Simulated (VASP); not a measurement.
Wanted: the native input for a VASP 6.6.1 run.

- Task: single point
- Functional: PBE
- Potentials or basis: VASP PAW PBE potentials, release 64 (Ba_sv)
- Cutoff: 520 eV
- k mesh: 10 × 10 × 12
- Occupations: gaussian, width 0.1 eV
- Spin: no spin polarisation
- Dipole correction: no
- Further INCAR settings: ALGO = Fast; EDIFF = 1e-07; NBANDS = 11

The structure of Ba lies in POSCAR:

```
Ba
1.0
    3.9062181760      0.0000000000      0.0000000000
    0.0000000000      3.9062181760      0.0000000000
    0.0000000000      0.0000000000      3.5753966940
Ba
1
Direct
    0.5000000000      0.5000000000      0.5000000000
```

This cell differs from its parent crystal: strained.

These files were run (other wordings do the same):

INCAR

```
PREC = Accurate ; ENCUT = 520
EDIFF = 1E-7 ; ISMEAR = 0
SIGMA = 0.1 ; LREAL = False
LASPH = True ; NELM = 100
ALGO = Fast ; ISIF = 2
LWAVE = False ; LCHARG = False
GGA = PE ; NBANDS = 11
```

KPOINTS

```
regular mesh
0
Gamma
  10 10 12
```

Potentials or basis: VASP PAW PBE potentials, release 64 (Ba_sv).

Command:

```sh
$ cat potpaw_PBE.64/Ba_sv/POTCAR > POTCAR
$ mpirun -np 1 vasp_std > vasp.out
```

Results of the run:

| Quantity | Value |
| --- | --- |
| Pressure | 1.4 GPa |
| Band gap on the k mesh | zero (bands 5 and 6 overlap by 0.53 eV) |

Caveat: the cell differs from its parent crystal (strained); spin-orbit coupling is left out, which moves the levels of the heavy elements.

Run time: 35 s on 1 thread of Intel(R) Xeon(R) 6975P-C (Granite Rapids), with other jobs on the host, peak memory 0.22 GiB.
